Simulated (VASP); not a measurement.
Write the native input for VASP 6.6.1 that does the following.

```yaml
Task: electric field gradients
Functional: LDA
Potentials_or_basis: VASP PAW LDA potentials, release 64 (Ti_sv, Rh_pv)
Cutoff: 520 eV
k_mesh: 10 × 10 × 10
Occupations: fermi-dirac, width 0.03 eV
Spin: no spin polarisation
Dipole_correction: no
Further_INCAR_settings: ALGO = Normal; EDIFF = 1e-08; NBANDS = 36
```

The structure of TiRh3 lies in POSCAR:

```
TiRh3
1.0
    3.8220000000      0.0000000000      0.0000000000
    0.0000000000      3.8220000000      0.0000000000
    0.0000000000      0.0000000000      3.8220000000
Ti Rh
1 3
Direct
    0.0000000000      0.0000000000      0.0000000000
    0.0000000000      0.5000000000      0.5000000000
    0.5000000000      0.0000000000      0.5000000000
    0.5000000000      0.5000000000      0.0000000000
```

One way to write it, as run:

INCAR

```
SYSTEM = TiRh3
PREC = Accurate
ENCUT = 520
EDIFF = 1E-8
ISMEAR = -1
SIGMA = 0.03
LREAL = .False.
LASPH = .True.
NELM = 60
ALGO = Normal
ISIF = 2
LWAVE = .False.
LCHARG = .False.
LEFG = .True.
NBANDS = 36
```

KPOINTS

```
Automatic mesh
0
Gamma
  10 10 10
  0 0 0
```

Potentials or basis: VASP PAW LDA potentials, release 64 (Ti_sv, Rh_pv).

Run with:

```bash
$ cat potpaw_LDA.64/Ti_sv/POTCAR potpaw_LDA.64/Rh_pv/POTCAR > POTCAR
$ mpirun -np 1 vasp_std > vasp.out
```

Results of the run:

```yaml
Pressure: -9.6 GPa
```

Caveat: without QUAD_EFG the Cq values of the log hold for a quadrupole moment of 1 mb, not for the nuclei.

Wall time 110 s on 1 thread of Intel(R) Xeon(R) Platinum 8259CL CPU @ 2.50GHz (Skylake/Cascade Lake), on a shared host, peak memory 0.2 GiB.
